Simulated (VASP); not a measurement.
Ga: single point with PBE

The system is Ga.

```
Ga
1.0
     0.00000    2.11884    2.11884
     2.11884    0.00000    2.11884
     2.11884    2.11884    0.00000
Ga
1
Cartesian
  0.0000 0.0000 0.0000
```

```json
{
 "Program": "VASP 6.6.1",
 "Task": "single point",
 "Functional": "PBE",
 "Potentials or basis": "VASP PAW PBE potentials, release 64 (Ga_d)",
 "Cutoff": "520 eV",
 "k mesh": "13 × 13 × 13",
 "Occupations": "fermi-dirac, width 0.136057 eV",
 "Spin": "no spin polarisation"
}
```

- Pressure: 0.0 GPa

Levels at points of the mesh, in eV from the Fermi level:
| k point | band 4 | band 5 | band 6 | band 7 | band 8 | band 9 |
| --- | --- | --- | --- | --- | --- | --- |
| (0.00, 0.00, 0.00) | -14.82 | -14.82 | -11.03 | 12.08 | 12.08 | 12.08 |

Run time: 12 s on 1 thread of AMD EPYC 9R45 96-Core Processor (Zen 5) (shared host), peak memory 0.12 GiB.
